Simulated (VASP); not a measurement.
Write the native input for VASP 6.6.1 that does the following.

| Quantity | Value |
| --- | --- |
| Task | single point |
| Functional | PBEsol |
| Potentials or basis | VASP PAW PBE potentials, release 64 (Mg, Zn, O) |
| Cutoff | 520 eV |
| k mesh | 7 × 7 × 3 |
| Occupations | gaussian, width 0.01 eV |
| Spin | no spin polarisation |
| Dipole correction | no |
| Further INCAR settings | ALGO = Normal; EDIFF = 1e-06; NBANDS = 26 |

The structure of Mg2ZnO3 lies in POSCAR:

```
Mg2ZnO3
1.0
    3.0329990000      0.0000000000      0.0000000000
   -1.5164990000      2.6266540000      0.0000000000
    0.0000000000      0.0000000000      7.4033160000
Mg Zn O
2 1 3
Direct
    0.3333333333      0.6666666667      0.6658000000
    0.6666666667      0.3333333333      0.3342000000
    0.0000000000      0.0000000000      0.0000000000
    0.3390440189      0.6780880415      0.1726190000
    0.6666666667      0.3333333333      0.8273810000
    0.0000000000      0.0000000000      0.5000000000
```

These files were run (other wordings do the same):

INCAR

```
ALGO     = Normal         # electronic algorithm
EDIFF    = 1E-6           # SCF threshold, eV
ENCUT    = 520            # plane-wave cutoff, eV
GGA      = PS             # functional
ISIF     = 2              # what is computed and relaxed
ISMEAR   = 0              # smearing method
LASPH    = True           # aspherical terms in the spheres
LCHARG   = False          # write CHGCAR
LREAL    = False          # projectors in reciprocal space
LWAVE    = False          # write WAVECAR
NBANDS   = 26             # bands
NELM     = 100            # most SCF steps
PREC     = Accurate       # precision mode
SIGMA    = 0.01           # smearing width, eV
```

KPOINTS

```
k-points
0
Gamma
  7 7 3
```

Potentials or basis: VASP PAW PBE potentials, release 64 (Mg, Zn, O).

The run is started by

```console
$ cat potpaw_PBE.64/Mg/POTCAR potpaw_PBE.64/Zn/POTCAR potpaw_PBE.64/O/POTCAR > POTCAR
$ mpirun -np 1 vasp_std > vasp.out
```

Results of the run:

```yaml
Pressure: -5.8 GPa
Largest_force: 0.157 eV/Å
Band_gap_on_the_k_mesh: 2.78 eV, indirect (least direct gap 2.85 eV)
```

Caveat: the PAW data sets were made with another functional, which shifts forces and pressure a little.

It took 32 s on 1 thread of Intel(R) Xeon(R) Platinum 8488C (Sapphire Rapids), with other jobs on the host, peak memory 0.21 GiB.
